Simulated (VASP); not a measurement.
Wanted: the native input for a VASP 6.6.1 run.

- Task: single point
- Functional: LDA
- Potentials or basis: VASP PAW LDA potentials, release 64 (Be)
- Cutoff: 520 eV
- k mesh: 18 × 18 × 18
- Occupations: fermi-dirac, width 0.136057 eV
- Spin: no spin polarisation
- Dipole correction: no
- Further INCAR settings: ALGO = Normal; EDIFF = 1e-06; NBANDS = 7

The structure of Be lies in POSCAR:

```
Be
1.0
   -1.2310749191      1.2310749191      1.2310749191
    1.2310749191     -1.2310749191      1.2310749191
    1.2310749191      1.2310749191     -1.2310749191
Be
1
Direct
    0.0000000000      0.0000000000      0.0000000000
```

These files were run (other wordings do the same):

INCAR

```
PREC = Accurate
ENCUT = 520
EDIFF = 1E-6
ISMEAR = -1
SIGMA = 0.13605693000000002
LREAL = False
LASPH = True
NELM = 80
ALGO = Normal
ISIF = 2
LWAVE = False
LCHARG = True
GGA = CA
LELF = True
LVHAR = True
NBANDS = 7
```

KPOINTS

```
Automatic mesh
0
Gamma
  18 18 18
```

Potentials or basis: VASP PAW LDA potentials, release 64 (Be).

The run is started by

```bash
$ cat potpaw_LDA.64/Be/POTCAR > POTCAR
$ mpirun -np 1 vasp_std > vasp.out
```

Results of the run:

```json
{"Pressure": "0.4 GPa", "Band gap on the k mesh": "zero (band 1 reaches 12.16 eV, above the bottom of band 2 at 6.69 eV)"}
```

It took 4.3 s on 1 thread of Intel Xeon 6975P-C, with other jobs on the host, peak memory 0.11 GiB.
